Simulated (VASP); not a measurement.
Wanted: the native input for a VASP 6.6.1 run.

```yaml
Task: single point
Functional: PBE
Potentials_or_basis: VASP PAW PBE potentials, release 64 (N, La, As)
Cutoff: 600 eV
k_mesh: 6 × 6 × 4
Occupations: fermi-dirac, width 0.02 eV
Spin: no spin polarisation
Dipole_correction: no
Further_INCAR_settings: ALGO = Normal; EDIFF = 1e-06; NBANDS = 24
```

The structure of La2AsN lies in POSCAR:

```
La2AsN
1.0
    4.0310572011      0.0000000000      0.0000000000
    0.0000000000      4.0310572011      0.0000000000
    0.0000000000      0.0000000000      5.7231474214
N La As
1 2 1
Direct
    0.0000000000      0.0000000000      0.0000000000
    0.0000000000      0.0000000000      0.5000000000
    0.5000000000      0.5000000000      0.0000000000
    0.5000000000      0.5000000000      0.5000000000
```

One way to write it, as run:

INCAR

```
ALGO = Normal ; EDIFF = 1E-6
ENCUT = 600 ; GGA = PE
GGA_COMPAT = F ; ISIF = 2
ISMEAR = -1 ; LASPH = T
LCHARG = F ; LMAXMIX = 6
LREAL = F ; LWAVE = F
NBANDS = 24 ; NELM = 200
PREC = Accurate ; SIGMA = 0.02
```

KPOINTS

```
k-points
0
Gamma
  6 6 4
```

Potentials or basis: VASP PAW PBE potentials, release 64 (N, La, As).

The run is started by

```sh
$ cat potpaw_PBE.64/N/POTCAR potpaw_PBE.64/La/POTCAR potpaw_PBE.64/As/POTCAR > POTCAR
$ mpirun -np 1 vasp_std > vasp.out
```

It gave:

```yaml
Pressure: 5.4 GPa
Band_gap_on_the_k_mesh: zero (bands 16 and 17 overlap by 0.16 eV)
```

Caveat: the cell stands under pressure; spin-orbit coupling is left out, which moves the levels of the heavy elements.

It took 43 s on 1 thread of Intel(R) Xeon(R) 6975P-C (Granite Rapids) (shared host), peak memory 0.27 GiB.
